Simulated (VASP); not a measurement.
# Na2YB2 (Fddd) in VASP: a series of runs

Runs on Na2YB2. Level: PBEsol. Tasks: single point.

All numbers are computed with VASP 6.6.1; they aren't measurements. Logs are shortened: lines on timing, memory, paths and dates and some standing lists are left out, and cuts for length are marked.

**1. The cell of the first run**

It takes space group Fddd (No. 70, orthorhombic). Conventional cell: a = 6.103 Å, b = 9.814 Å, c = 11.496 Å, α = 90.00°, β = 90.00°, γ = 90.00°. Within 3.0 Å of Na (site symmetry 2) lie 4 B at 2.19 to 2.29 Å and 3 Na at 2.89 to 2.93 Å. Within 2.9 Å of B (site symmetry 2) lie 4 Na at 2.19 to 2.29 Å. Within 4.1 Å of Y (site symmetry 222) lie 10 B at 3.15 to 3.52 Å and 8 Na at 3.21 to 3.38 Å and 4 Y at 4.08 Å.

**2. Single point, PBEsol**

INCAR reads:

```
SYSTEM = Na2YB2
  ALGO = Normal
  EDIFF = 1E-7
  ENCUT = 520
  GGA = PS
  ISIF = 2
  ISMEAR = 0
  LASPH = .True.
  LCHARG = .True.
  LELF = .True.
  LREAL = .False.
  LVHAR = .True.
  LWAVE = .False.
  NBANDS = 42
  NELM = 60
  PREC = Accurate
  SIGMA = 0.1941
```

KPOINTS reads:

```
k-points
0
Gamma
  4 4 4
  0 0 0
```

POSCAR reads:

```
Na2YB2
1.0
    0.0000000000      4.9068050000      3.0516970000
    0.0000000000     -4.9068050000      3.0516970000
    5.7478660000      0.0000000000     -3.0516970000
Na B Y
4 4 2
Direct
    0.7476300000      0.4976300000      0.9952600000
    0.0023700000      0.7523700000      0.5047400000
    0.2523700000      0.5023700000      0.0047400000
    0.9976300000      0.2476300000      0.4952600000
    0.6960000000      0.8040000000      0.2500000000
    0.0540000000      0.4460000000      0.2500000000
    0.3040000000      0.1960000000      0.7500000000
    0.9460000000      0.5540000000      0.7500000000
    0.3750000000      0.1250000000      0.2500000000
    0.6250000000      0.8750000000      0.7500000000
```

Potentials or basis: VASP PAW PBE potentials, release 64 (Na_pv, B, Y_sv).

Command:

```
$ cat potpaw_PBE.64/Na_pv/POTCAR potpaw_PBE.64/B/POTCAR potpaw_PBE.64/Y_sv/POTCAR > POTCAR
$ mpirun -np 1 vasp_std > vasp.out
```

OUTCAR:

```text
SYSTEM = Na2YB2
   EDIFF = 1E-7
   ENCUT = 520
   GGA = PS
   ISIF = 2
   ISMEAR = 0
   LASPH = .True.
   LREAL = .False.
   NELM = 60
   PREC = Accurate

 ion  position               nearest neighbor table
   1  0.748  0.498  0.995-   7 2.19   8 2.19   5 2.29   6 2.29  10 3.21  10 3.21   9 3.38   9 3.38

   2  0.002  0.752  0.505-   7 2.19   8 2.19   5 2.29   6 2.29  10 3.21  10 3.21   9 3.38   9 3.38

   3  0.252  0.502  0.005-   5 2.19   6 2.19   7 2.29   8 2.29   9 3.21   9 3.21  10 3.38  10 3.38

   4  0.998  0.248  0.495-   5 2.19   6 2.19   7 2.29   8 2.29   9 3.21   9 3.21  10 3.38  10 3.38

   5  0.696  0.804  0.250-   3 2.19   4 2.19   1 2.29   2 2.29   9 3.15
   6  0.054  0.446  0.250-   3 2.19   4 2.19   1 2.29   2 2.29   9 3.15
   7  0.304  0.196  0.750-   1 2.19   2 2.19   3 2.29   4 2.29  10 3.15
   8  0.946  0.554  0.750-   1 2.19   2 2.19   3 2.29   4 2.29  10 3.15
   9  0.375  0.125  0.250-   5 3.15   6 3.15   4 3.21   4 3.21   3 3.21   3 3.21   2 3.38   2 3.38
                             1 3.38   1 3.38  10 4.08  10 4.08  10 4.08  10 4.08
  10  0.625  0.875  0.750-   7 3.15   8 3.15   2 3.21   1 3.21   1 3.21   2 3.21   3 3.38   3 3.38
                             4 3.38   4 3.38   9 4.08   9 4.08   9 4.08   9 4.08

  LATTYP: Found a face centered orthorhombic cell.
 ALAT       =     6.1033940000
 B/A-ratio  =     1.6078939030
 C/A-ratio  =     1.8834982634

  Lattice vectors:

 A1 = (   5.7478660000,  -4.9068050000,   0.0000000000)
 A2 = (   5.7478660000,   0.0000000000,   3.0516970000)
 A3 = (   0.0000000000,  -4.9068050000,   3.0516970000)

Analysis of symmetry for initial positions (statically):
=====================================================================
 Subroutine PRICEL returns:
 Original cell was already a primitive cell.

 Routine SETGRP: Setting up the symmetry group for a
 face centered orthorhombic supercell.

 Subroutine GETGRP returns: Found  8 space group operations
 (whereof  2 operations were pure point group operations)
 out of a pool of  8 trial point group operations.

The static configuration has the point symmetry S_2 .
 The point group associated with its full space group is D_2h.

Analysis of symmetry for dynamics (positions and initial velocities):
=====================================================================
 Subroutine PRICEL returns:
 Original cell was already a primitive cell.

 Routine SETGRP: Setting up the symmetry group for a
 face centered orthorhombic supercell.

 Subroutine GETGRP returns: Found  8 space group operations
 (whereof  2 operations were pure point group operations)
 out of a pool of  8 trial point group operations.

The dynamic configuration has the point symmetry S_2 .
 The point group associated with its full space group is D_2h.

 Subroutine INISYM returns: Found  8 space group operations
 (whereof  2 operations are pure point group operations),
 and found     1 'primitive' translations

----------------------------------------------------------------------------------------

                                     Primitive cell

  volume of cell :     172.1380

  direct lattice vectors                    reciprocal lattice vectors
     0.000000000  4.906805000  3.051697000     0.086988806  0.101899301  0.163843265
     0.000000000 -4.906805000  3.051697000     0.086988806 -0.101899301  0.163843265
     5.747866000  0.000000000 -3.051697000     0.173977612  0.000000000  0.000000000

  length of vectors
     5.778372599  5.778372599  6.507750620     0.211648613  0.211648613  0.173977612

  position of ions in fractional coordinates (direct lattice)
     0.747630000  0.497630000  0.995260000
     0.002370000  0.752370000  0.504740000
     0.252370000  0.502370000  0.004740000
     0.997630000  0.247630000  0.495260000
     0.696000000  0.804000000  0.250000000
     0.054000000  0.446000000  0.250000000
     0.304000000  0.196000000  0.750000000
     0.946000000  0.554000000  0.750000000
     0.375000000  0.125000000  0.250000000
     0.625000000  0.875000000  0.750000000

  ion indices of the primitive-cell ions
   primitive index   ion index
                 1           1
                 2           2
                 3           3
                 4           4
                 5           5
                 6           6
                 7           7
                 8           8
                 9           9
                10          10

----------------------------------------------------------------------------------------

 KPOINTS: k-points

Automatic generation of k-mesh.
 Grid dimensions read from file:
 generate k-points for:    4    4    4

 Generating k-lattice:

  Cartesian coordinates                     Fractional coordinates (reciprocal lattice)
     0.021747201  0.025474825  0.040960816     0.250000000 -0.000000000  0.000000000
     0.021747201 -0.025474825  0.040960816    -0.000000000  0.250000000  0.000000000
     0.043494403  0.000000000  0.000000000     0.000000000  0.000000000  0.250000000

  Length of vectors
     0.052912153  0.052912153  0.043494403

  Shift w.r.t. Gamma in fractional coordinates (k-lattice)
     0.000000000  0.000000000  0.000000000

 Subroutine IBZKPT returns following result:
 ===========================================

 Found     18 irreducible k-points:

 Following reciprocal coordinates:
            Coordinates               Weight
  0.000000  0.000000  0.000000      1.000000
  0.250000 -0.000000 -0.000000      8.000000
  0.500000 -0.000000 -0.000000      4.000000
  0.250000  0.250000 -0.000000      4.000000
  0.500000  0.250000 -0.000000      8.000000
 -0.250000  0.250000  0.000000      2.000000
[... 10 lines left out ...]
 -0.250000  0.250000  0.500000      2.000000
  0.500000  0.500000  0.500000      1.000000
   k-points           NKPTS =     18   k-points in BZ     NKDIM =     18   number of bands    NBANDS=     42
   number of dos      NEDOS =    301   number of ions     NIONS =     10
   total plane-waves  NPLWV = 110592
   dimension x,y,z NGX =    48 NGY =   48 NGZ =   48
   dimension x,y,z NGXF=    96 NGYF=   96 NGZF=   96
   ions per type =               4   4   2
   NGX,Y,Z   is equivalent  to a cutoff of  13.81, 13.81, 12.26 a.u.
   NGXF,Y,Z  is equivalent  to a cutoff of  27.62, 27.62, 24.52 a.u.
 SYSTEM =  Na2YB2
   PREC   = accura    normal or accurate (medium, high low for compatibility)
   ISTART =      0    job   : 0-new  1-cont  2-samecut
   ICHARG =      2    charge: 1-file 2-atom 10-const
   ISPIN  =      1    spin polarized calculation?
   LNONCOLLINEAR =      F non collinear calculations
   LSORBIT =      F    spin-orbit coupling
   LASPH  =      T    aspherical Exc in radial PAW
   ENCUT  =  520.0 eV  38.22 Ry    6.18 a.u.  10.74 10.74 12.10*2*pi/ulx,y,z
   NELM   =     60;   NELMIN=  2; NELMDL= -5     # of ELM steps
   EDIFF  = 0.1E-06   stopping-criterion for ELM
   LREAL  =      F    real-space projection
   EDIFFG = 0.1E-05   stopping-criterion for IOM
   NSW    =      0    number of steps for IOM
   IBRION =     -1    ionic relax: 0-MD 1-quasi-New 2-CG
   NFREE  =      0    steps in history (QN), initial steepest desc. (CG)
   ISIF   =      2    stress and relaxation
   ISYM   =      2    0-nonsym 1-usesym 2-fastsym
   POTIM  = 0.5000    time-step for ionic-motion
   TEBEG  =    0.0;   TEEND  =   0.0 temperature during run
   PSTRESS=    0.0 pullay stress
   NELECT =      62.0000    total number of electrons
   NUPDOWN=      -1.0000    fix difference up-down
   EMIN   =  10.00;   EMAX   =-10.00  energy-range for DOS
   EFERMI =   0.00;   METHOD = LEGACY
   ISMEAR =     0;   SIGMA  =   0.19  broadening in eV -4-tet -1-fermi 0-gaus
   EFERMI_NEDOS =   21; number of points for ismear=-14 and -15
   IALGO  =     38    algorithm
   IMIX   =      4    mixing-type and parameters
     AMIX     =   0.40;   BMIX     =  1.00
     AMIX_MAG =   1.60;   BMIX_MAG =  1.00
  volume/ion in A,a.u.               =      17.21       116.16
  Fermi-wavevector in a.u.,A,eV,Ry     =   1.164787  2.201128 18.459410  1.356728
  Thomas-Fermi vector in A             =   2.301321
   LORBIT       =      0    0 simple, 1 ext, 2 COOP (PROOUT), +10 PAW based schemes
   GGA     = PS    functional components
   LHFCALC =     F    Hartree Fock is set to
   AEXX    =    0.0000 exact exchange contribution
   IVDW    =     0    specifies the selected vdW correction
   LEPSILON=     F    determine dielectric tensor
   LRPA    =     F    only Hartree local field effects (RPA)
 non-spin polarized calculation
 Gauss-broadening in eV      SIGMA  =   0.19
  energy-cutoff  :      520.00
  volume of cell :      172.14
 maximum number of plane-waves:      4651
 NGX is ok and might be reduce to    48
   NGX = 21   NGY = 21   NGZ = 25

 number of electron      62.0000005 magnetization

 Free energy of the ion-electron system (eV)
  ---------------------------------------------------
  ext. energy  EPLUGINS =         0.00000000
  ---------------------------------------------------
  free energy    TOTEN  =       -31.06520789 eV

  energy without entropy =      -30.92117508  energy(sigma->0) =      -30.99319148

 E-fermi :   2.7290     XC(G=0):  -9.6897

 val. band max:        2.7250841063   @ k =  -0.2500   0.2500   0.0000
 cond. band min:       2.7683196239   @ k =   0.0000   0.0000   0.5000
 fundamental gap:      0.0432355176
 Fermi energy:         2.7289585633

 k-point     1 :       0.0000    0.0000    0.0000
  band No.  band energies     occupation
      1     -40.4600      2.00000
      2     -40.4527      2.00000
      3     -20.4793      2.00000
      4     -20.4754      2.00000
      5     -20.4553      2.00000
      6     -20.4263      2.00000
[... 34 lines left out ...]
     41       5.5668      0.00000
     42       5.8157      0.00000
[... 724 lines left out ...]
      2     -40.4564      2.00000
      3     -20.4632      2.00000
      4     -20.4632      2.00000
      5     -20.4453      2.00000
      6     -20.4453      2.00000
[... 34 lines left out ...]
     41       5.7782      0.00000
     42       5.7782      0.00000

------------------------ aborting loop because EDIFF is reached ----------------------------------------

  FORCE on cell =-STRESS in cart. coord.  units (eV):
  Direction    XX          YY          ZZ          XY          YZ          ZX
  --------------------------------------------------------------------------------------
  -------------------------------------------------------------------------------------
  Total        6.2706841     11.9599306      9.1063287      0.0000000      0.0000000      0.0000000
  in kB       58.3644856    111.3172327     84.7572902      0.0000000      0.0000000      0.0000000
  external PRESSURE =      84.8130028 kB  Pullay stress =       0.0000000 kB

 VOLUME and BASIS-vectors are now :
 -----------------------------------------------------------------------------
  energy-cutoff  :      520.00
  volume of cell :      172.14
      direct lattice vectors                 reciprocal lattice vectors
     0.000000000  4.906805000  3.051697000     0.086988806  0.101899301  0.163843265
     0.000000000 -4.906805000  3.051697000     0.086988806 -0.101899301  0.163843265
     5.747866000  0.000000000 -3.051697000     0.173977612  0.000000000  0.000000000

 POSITION                                       TOTAL-FORCE (eV/Angst)
 -----------------------------------------------------------------------------------
      5.72062      1.22670      0.76292         0.391556     -0.000000     -0.000000
      2.90118     -3.68010      0.76292        -0.391556     -0.000000      0.000000
      0.02724     -1.22670      2.28877        -0.391556     -0.000000     -0.000000
      2.84669      3.68010      2.28877         0.391556     -0.000000     -0.000000
      1.43697     -0.52993      3.81462         0.000000     -1.397536     -0.000000
      1.43697     -1.92347      0.76292        -0.000000      1.397536      0.000000
      4.31090      0.52993     -0.76292         0.000000      1.397536     -0.000000
      4.31090      1.92347      2.28877        -0.000000     -1.397536      0.000000
      1.43697      1.22670      0.76292        -0.000000     -0.000000      0.000000
      4.31090     -1.22670      2.28877        -0.000000     -0.000000      0.000000
 -----------------------------------------------------------------------------------
    total drift:                               -0.000000     -0.000000      0.000000

  FREE ENERGIE OF THE ION-ELECTRON SYSTEM (eV)
  ---------------------------------------------------
  free  energy   TOTEN  =       -31.0652078871 eV

  energy  without entropy=      -30.9211750804  energy(sigma->0) =      -30.99319148
```

It took 2.7 min on 1 thread of AMD EPYC 7R13 (Zen 3), shared host; peak memory 0.37 GiB.

Results:

```
Free energy            : -31.0652 eV
Pressure               : 8.5 GPa
Largest force          : 1.398 eV/Å
Band gap on the k mesh : zero (bands 31 and 32 overlap by 0.84 eV)
```

Forces on the atoms (eV/Å):
```
Na   0.392  0.000  0.000
Na  -0.392  0.000  0.000
Na  -0.392  0.000  0.000
Na   0.392  0.000  0.000
B    0.000 -1.398  0.000
B    0.000  1.398  0.000
B    0.000  1.398  0.000
B    0.000 -1.398  0.000
Y    0.000  0.000  0.000
Y    0.000  0.000  0.000
```

Levels at points of the mesh, in eV from the Fermi level:
```csv
k point,band 29,band 30,band 31,band 32,band 33,band 34
"(0.00, 0.00, 0.00)",-0.92,-0.32,-0.27,-0.18,0.53,0.82
"(0.50, 0.00, 0.00)",-0.74,-0.20,0.06,0.30,0.57,0.69
"(0.50, 0.50, 0.00)",-1.09,-1.09,0.48,0.48,0.93,0.93
"(0.00, 0.00, 0.50)",-0.31,-0.31,0.04,0.04,0.18,0.18
"(0.50, 0.50, 0.50)",-0.38,-0.38,0.37,0.37,0.49,0.49
```

Caveat: the cell stands under pressure; the PAW data sets were made with another functional, which shifts forces and pressure a little.

**3. Single point, PBEsol**

INCAR reads:

```
SYSTEM = Na2YB2
PREC = Accurate ; ENCUT = 520
EDIFF = 1E-6 ; ISMEAR = 0
SIGMA = 0.01 ; LREAL = .FALSE.
LASPH = .TRUE. ; NELM = 60
ALGO = Normal ; ISIF = 2
LWAVE = .FALSE. ; LCHARG = .TRUE.
GGA = PS ; LELF = .TRUE.
LVHAR = .TRUE. ; NBANDS = 42
```

KPOINTS reads:

```
Automatic mesh
0
G
  4 4 4
  0 0 0
```

POSCAR is that of step 2.

Potentials or basis: VASP PAW PBE potentials, release 64 (Na_pv, B, Y_sv).

Command:

```
$ cat potpaw_PBE.64/Na_pv/POTCAR potpaw_PBE.64/B/POTCAR potpaw_PBE.64/Y_sv/POTCAR > POTCAR
$ mpirun -np 1 vasp_std > vasp.out
```

Run time: 2.4 min. Hardware: 1 thread of AMD EPYC 7R13 (Zen 3), shared host; peak memory 0.36 GiB.

Results (log left out):

* Free energy: -30.9909 eV
* Pressure: 8.4 GPa
* Largest force: 1.415 eV/Å
* Band gap on the k mesh: zero (bands 31 and 32 overlap by 0.85 eV)

Forces on the atoms (eV/Å):
```
Na   0.387  0.000  0.000
Na  -0.387  0.000  0.000
Na  -0.387  0.000  0.000
Na   0.387  0.000  0.000
B    0.000 -1.415  0.000
B    0.000  1.415  0.000
B    0.000  1.415  0.000
B    0.000 -1.415  0.000
Y    0.000  0.000  0.000
Y    0.000  0.000  0.000
```

Stress tensor (GPa, compression positive):
```
 5.35  0.00  0.00
 0.00 11.42  0.00
 0.00  0.00  8.42
```

Levels at points of the mesh, in eV from the Fermi level:
| k point | band 28 | band 29 | band 30 | band 31 | band 32 | band 33 | band 34 | band 35 |
| --- | --- | --- | --- | --- | --- | --- | --- | --- |
| (0.00, 0.00, 0.00) | -1.35 | -0.88 | -0.29 | -0.24 | -0.15 | 0.56 | 0.85 | 1.86 |
| (0.50, 0.00, 0.00) | -0.83 | -0.71 | -0.17 | 0.09 | 0.34 | 0.60 | 0.72 | 1.17 |
| (0.50, 0.50, 0.00) | -1.51 | -1.06 | -1.06 | 0.51 | 0.51 | 0.96 | 0.96 | 1.84 |
| (0.00, 0.00, 0.50) | -1.37 | -0.28 | -0.28 | 0.07 | 0.07 | 0.21 | 0.21 | 1.17 |
| (0.50, 0.50, 0.50) | -1.09 | -0.35 | -0.35 | 0.40 | 0.40 | 0.52 | 0.52 | 1.60 |

Caveat: the cell stands under pressure; the PAW data sets were made with another functional, which shifts forces and pressure a little.
